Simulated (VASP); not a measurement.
# MnSb (P6_3/mmc) in VASP: a series of runs

Runs on MnSb. Level: PBE. Tasks: single point.

All numbers are computed with VASP 6.6.1; they aren't measurements. Logs are shortened: lines on timing, memory, paths and dates and some standing lists are left out, and cuts for length are marked.

## 1. The cell of the first run

Symmetry: P6_3/mmc, No. 194, hexagonal system. Conventional cell: a = 4.126 Å, b = 4.126 Å, c = 5.631 Å, α = 90.00°, β = 90.00°, γ = 120.00°. Within 3.6 Å of Mn (site symmetry -3m) lie 6 Sb at 2.77 Å and 2 Mn at 2.82 Å. Sb (site symmetry -6m2) has 6 Mn at 2.77 Å and 6 Sb at 3.69 Å within 3.7 Å.

## 2. Single point, PBE, collinear spin, ferromagnetic start (20.75 Å³/atom)

The input, INCAR:

```
SYSTEM = MnSb
ALGO = Normal ; EDIFF = 1E-7
ENCUT = 520 ; GGA = PE
ISIF = 2 ; ISMEAR = 0
ISPIN = 2 ; LASPH = .True.
LCHARG = .False. ; LMAXMIX = 4
LORBIT = 11 ; LREAL = .False.
LWAVE = .False. ; MAGMOM = 3.58 3.58 0 0
NBANDS = 30 ; NELM = 150
PREC = Accurate ; SIGMA = 0.05
```

The input, KPOINTS:

```
k-points
0
Gamma
  10 10 6
  0 0 0
```

The input, POSCAR:

```
MnSb
1.0
    4.1256509564      0.0000000000      0.0000000000
   -2.0628254782      3.5729185354      0.0000000000
    0.0000000000      0.0000000000      5.6305810658
Mn Sb
2 2
Direct
    0.0000000000      0.0000000000      0.0000000000
    0.0000000000      0.0000000000      0.5000000000
    0.3333333333      0.6666666667      0.2500000000
    0.6666666667      0.3333333333      0.7500000000
```

Potentials or basis: VASP PAW PBE potentials, release 64 (Mn_pv, Sb).

Launch:

```bash
$ cat potpaw_PBE.64/Mn_pv/POTCAR potpaw_PBE.64/Sb/POTCAR > POTCAR
$ mpirun -np 1 vasp_std > vasp.out
```

OUTCAR:

```text
SYSTEM = MnSb
   EDIFF = 1E-7
   ENCUT = 520
   GGA = PE
   ISIF = 2
   ISMEAR = 0
   ISPIN = 2
   LASPH = .True.
   LORBIT = 11
   LREAL = .False.
   NELM = 150
   PREC = Accurate

 ion  position               nearest neighbor table
   1  0.000  0.000  0.000-   3 2.77   4 2.77   4 2.77   3 2.77   4 2.77   3 2.77   2 2.82   2 2.82

   2  0.000  0.000  0.500-   3 2.77   4 2.77   4 2.77   3 2.77   4 2.77   3 2.77   1 2.82   1 2.82

   3  0.333  0.667  0.250-   1 2.77   2 2.77   1 2.77   2 2.77   1 2.77   2 2.77   4 3.69   4 3.69
                             4 3.69   4 3.69   4 3.69   4 3.69
   4  0.667  0.333  0.750-   1 2.77   2 2.77   1 2.77   2 2.77   1 2.77   2 2.77   3 3.69   3 3.69
                             3 3.69   3 3.69   3 3.69   3 3.69

  LATTYP: Found a hexagonal cell.
 ALAT       =     4.1256509564
 C/A-ratio  =     1.3647739776

  Lattice vectors:

 A1 = (   4.1256509564,   0.0000000000,   0.0000000000)
 A2 = (  -2.0628254782,   3.5729185354,   0.0000000000)
 A3 = (   0.0000000000,   0.0000000000,   5.6305810658)

Analysis of symmetry for initial positions (statically):
=====================================================================
 Subroutine PRICEL returns:
 Original cell was already a primitive cell.

 Routine SETGRP: Setting up the symmetry group for a
 hexagonal supercell.

 Subroutine GETGRP returns: Found 24 space group operations
 (whereof 12 operations were pure point group operations)
 out of a pool of 24 trial point group operations.

The static configuration has the point symmetry D_3d.
 The point group associated with its full space group is D_6h.

Analysis of symmetry for dynamics (positions and initial velocities):
=====================================================================
 Subroutine PRICEL returns:
 Original cell was already a primitive cell.

 Routine SETGRP: Setting up the symmetry group for a
 hexagonal supercell.

 Subroutine GETGRP returns: Found 24 space group operations
 (whereof 12 operations were pure point group operations)
 out of a pool of 24 trial point group operations.

The dynamic configuration has the point symmetry D_3d.
 The point group associated with its full space group is D_6h.

Analysis of structural, dynamic, and magnetic symmetry:
=====================================================================
 Subroutine PRICEL returns:
 Original cell was already a primitive cell.

 Routine SETGRP: Setting up the symmetry group for a
 hexagonal supercell.

 Subroutine GETGRP returns: Found 24 space group operations
 (whereof 12 operations were pure point group operations)
 out of a pool of 24 trial point group operations.

The overall configuration has the point symmetry D_3d.
[... 134 lines left out ...]
   LRPA    =     F    only Hartree local field effects (RPA)
 spin polarized calculation
 Gauss-broadening in eV      SIGMA  =   0.05
  energy-cutoff  :      520.00
  volume of cell :       83.00
 maximum number of plane-waves:      2276
 NGX is ok and might be reduce to    32
   NGX = 15   NGY = 15   NGZ = 21

 number of electron      36.0000054 magnetization       6.5182219

 Free energy of the ion-electron system (eV)
  ---------------------------------------------------
  ext. energy  EPLUGINS =         0.00000000
  ---------------------------------------------------
  free energy    TOTEN  =       -26.37059237 eV

  energy without entropy =      -26.36730725  energy(sigma->0) =      -26.36894981

 E-fermi :   8.0734     XC(G=0): -10.7881

 val. band max:        8.0628739747   @ k =   0.2000   0.2000   0.3333
 cond. band min:       8.0890240928   @ k =   0.1000  -0.0000   0.0000
 fundamental gap:      0.0261501181
 Fermi energy:         8.0733552455

 spin component 1

 k-point     1 :       0.0000    0.0000    0.0000
  band No.  band energies     occupation
      1     -41.7887      1.00000
      2     -41.7887      1.00000
      3     -41.7785      1.00000
      4     -41.7785      1.00000
      5     -41.5294      1.00000
      6     -41.4233      1.00000
[... 781 lines left out ...]
     29      17.1682      0.00000
     30      17.5696      0.00000

 [... further k-points ...]

 spin component 2

 k-point     1 :       0.0000    0.0000    0.0000
  band No.  band energies     occupation
      1     -38.2562      1.00000
      2     -38.2562      1.00000
      3     -38.2439      1.00000
      4     -38.2439      1.00000
      5     -38.1935      1.00000
      6     -38.0689      1.00000
[... 781 lines left out ...]
     29      17.4332      0.00000
     30      17.9152      0.00000

 [... further k-points ...]

------------------------ aborting loop because EDIFF is reached ----------------------------------------

  FORCE on cell =-STRESS in cart. coord.  units (eV):
  Direction    XX          YY          ZZ          XY          YZ          ZX
  --------------------------------------------------------------------------------------
  -------------------------------------------------------------------------------------
  Total       -0.6349519     -0.6349519     -0.5763242     -0.0000000     -0.0000000      0.0000000
  in kB      -12.2569543    -12.2569543    -11.1252208     -0.0000000     -0.0000000      0.0000000
  external PRESSURE =     -11.8797098 kB  Pullay stress =       0.0000000 kB

 VOLUME and BASIS-vectors are now :
 -----------------------------------------------------------------------------
  energy-cutoff  :      520.00
  volume of cell :       83.00
      direct lattice vectors                 reciprocal lattice vectors
     4.125650956  0.000000000  0.000000000     0.242385992  0.139941618  0.000000000
    -2.062825478  3.572918535  0.000000000     0.000000000  0.279883236  0.000000000
     0.000000000  0.000000000  5.630581066     0.000000000  0.000000000  0.177601563

 POSITION                                       TOTAL-FORCE (eV/Angst)
 -----------------------------------------------------------------------------------
      0.00000      0.00000      0.00000        -0.000000      0.000000      0.000000
      0.00000      0.00000      2.81529        -0.000000      0.000000      0.000000
     -0.00000      2.38195      1.40765        -0.000000      0.000000      0.000000
      2.06283      1.19097      4.22294         0.000000      0.000000     -0.000000
 -----------------------------------------------------------------------------------
    total drift:                                0.000000     -0.000000      0.000000

  FREE ENERGIE OF THE ION-ELECTRON SYSTEM (eV)
  ---------------------------------------------------
  free  energy   TOTEN  =       -26.3705923658 eV

  energy  without entropy=      -26.3673072462  energy(sigma->0) =      -26.36894981

 total charge

# of ion       s       p       d       tot
------------------------------------------
    1        0.281   6.223   5.056  11.561
    2        0.281   6.223   5.056  11.561
    3        1.137   1.276   0.046   2.459
    4        1.137   1.276   0.046   2.459
--------------------------------------------------
tot          2.836  15.000  10.204  28.040

 magnetization (x)

# of ion       s       p       d       tot
------------------------------------------
    1        0.035   0.027   3.238   3.300
    2        0.035   0.027   3.238   3.300
    3        0.008  -0.138   0.006  -0.124
    4        0.008  -0.138   0.006  -0.124
--------------------------------------------------
tot          0.085  -0.222   6.488   6.351
```

It took 2.7 min on 1 thread of AMD EPYC 9R45 (Zen 5), shared host; peak memory 0.34 GiB.

What came out:

- Free energy: -26.3706 eV
- Pressure: -1.2 GPa
- Net moment: 6.52 μB per cell
- Site moments: Mn +3.30; Sb -0.12 μB
- Valence electrons inside the program's atomic spheres: Mn 11.56; Sb 2.46

Caveat: spin-orbit coupling is left out, which moves the levels of the heavy elements; the run started ferromagnetic, and an antiferromagnetic order may lie lower in energy.

## 3. Single point, PBE, collinear spin, ferromagnetic start (21.16 Å³/atom)

This run uses another cell than the first one, of 21.16 Å³/atom.

The input, INCAR:

```
PREC = Accurate
ENCUT = 520
EDIFF = 1E-6
ISMEAR = 0
SIGMA = 0.05
LREAL = F
LASPH = T
NELM = 150
ALGO = Normal
ISIF = 2
LWAVE = F
LCHARG = F
ISPIN = 2
MAGMOM = 3.65 3.65 0 0
LORBIT = 11
LMAXMIX = 4
GGA = PE
NBANDS = 30
```

The input, KPOINTS:

```
regular mesh
0
Gamma
  10 10 6
```

The input, POSCAR:

```
MnSb
1.0
    4.1483501629      0.0000000000      0.0000000000
   -2.0741750814      3.5925766248      0.0000000000
    0.0000000000      0.0000000000      5.6783287386
Mn Sb
2 2
Direct
    0.0000000000      0.0000000000      0.0000000000
    0.0000000000      0.0000000000      0.5000000000
    0.3333333333      0.6666666667      0.2500000000
    0.6666666667      0.3333333333      0.7500000000
```

Potentials or basis: VASP PAW PBE potentials, release 64 (Mn_pv, Sb).

Launch:

```bash
$ cat potpaw_PBE.64/Mn_pv/POTCAR potpaw_PBE.64/Sb/POTCAR > POTCAR
$ mpirun -np 1 vasp_std > vasp.out
```

Run time: 2.4 min. Hardware: 1 thread of AMD EPYC 9R45 (Zen 5), shared host; peak memory 0.34 GiB.

It converged, with:

```
Free energy                                           : -26.3541 eV
Pressure                                              : -2.2 GPa
Net moment                                            : 6.63 μB per cell
Site moments                                          : Mn +3.36; Sb -0.13 μB
Valence electrons inside the program's atomic spheres : Mn 11.54; Sb 2.45
```

Levels at points of the mesh, in eV from the Fermi level:
Spin up:
```
           k point  band 19  band 20  band 21  band 22  band 23  band 24
(0.00, 0.00, 0.00)    -0.36     0.45     0.45     2.27     2.27     2.77
(0.50, 0.00, 0.00)    -1.95    -1.82    -1.80    -0.81     0.84     3.19
(0.00, 0.00, 0.50)    -0.49    -0.49     1.75     1.75     1.75     1.75
(0.50, 0.00, 0.50)    -2.17    -2.17     0.13     0.13     1.22     1.22
```
Spin down:
| k point | band 12 | band 13 | band 14 | band 15 | band 16 | band 17 | band 18 | band 19 |
| --- | --- | --- | --- | --- | --- | --- | --- | --- |
| (0.00, 0.00, 0.00) | -0.98 | -0.05 | -0.05 | 0.30 | 0.30 | 0.53 | 0.53 | 1.50 |
| (0.50, 0.00, 0.00) | -2.36 | -2.24 | -2.06 | -1.10 | 0.46 | 0.68 | 0.76 | 0.91 |
| (0.00, 0.00, 0.50) | -1.69 | -1.69 | -1.69 | 0.52 | 0.52 | 0.52 | 0.52 | 0.81 |
| (0.50, 0.00, 0.50) | -2.09 | -1.55 | -1.55 | 0.33 | 0.33 | 0.83 | 0.83 | 0.85 |

Caveat: spin-orbit coupling is left out, which moves the levels of the heavy elements; the run started ferromagnetic, and an antiferromagnetic order may lie lower in energy.
